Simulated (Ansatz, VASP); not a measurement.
## ZrC: VASP beside Ansatz

File INCAR:

```
  ALGO = Normal
  EDIFF = 1E-6
  ENCUT = 520
  GGA = CA
  ISIF = 2
  ISMEAR = 0
  LASPH = T
  LCHARG = F
  LREAL = F
  LWAVE = F
  NBANDS = 15
  NELM = 60
  PREC = Accurate
  SIGMA = 0.15
```

Contents of KPOINTS:

```
k-points
0
Gamma
  16 16 16
```

File POSCAR:

```
ZrC
1.0
    0.0000000000      2.3207286109      2.3207286109
    2.3207286109      0.0000000000      2.3207286109
    2.3207286109      2.3207286109      0.0000000000
Zr C
1 1
Direct
    0.4983717077      0.5016282923      0.5048792033
    0.0123668058     -0.0123668058     -0.0370573274
```

Input for Ansatz:

```yaml
crystal:
  lattice:
    - [0.0, 2.3207286109, 2.3207286109]
    - [2.3207286109, 0.0, 2.3207286109]
    - [2.3207286109, 2.3207286109, 0.0]
  atoms:
    - { symbol: Zr, position: [0.4983717077, 0.5016282923, 0.5048792033] }
    - { symbol: C, position: [0.0123668058, -0.0123668058, -0.0370573274] }
basis:
  ecutwfc: 520.0
kpoints:
  mp_grid: { grid: [16, 16, 16] }
hamiltonian:
  xc: lda
scf:
  occupations: { method: gaussian, width: 0.15 }
output:
  forces: true
  stress: true
  eigenvalues: true
```

Change from the starting cell: mode 4 frozen in at -0.115 Å and mode 5 at -0.057 Å (largest displacements).

Alike in both runs: task single point; functional LDA; k mesh 16 × 16 × 16; occupations gaussian, width 0.15 eV; no spin polarisation.

|  | VASP | Ansatz |
| --- | --- | --- |
| version | VASP 6.6.1 | Ansatz 0.2.0 |
| potentials or method | VASP PAW LDA potentials, release 64 (Zr_sv, C), cutoff 520 eV | scalar-relativistic, plane waves, PAW |
| valence electrons in the cell | 16 | 16 |

```csv
,VASP,Ansatz,Ansatz less VASP
gap on the k mesh at the Fermi level (eV),none,none,-
pressure (GPa),2.5,1.8,-0.64
"traceless stress, the component that is largest in VASP (GPa)",3.12,3.10,-0.019
rms of the force components (eV/Å),0.645,0.638,-0.0071
```

LDA's correlation is that of Perdew and Zunger in VASP and of Perdew and Wang (1992) in Ansatz. Atom by atom the forces differ by 0.007 eV/Å (rms over components). A gap of «none» marks a metal or a gap that the smearing closes.
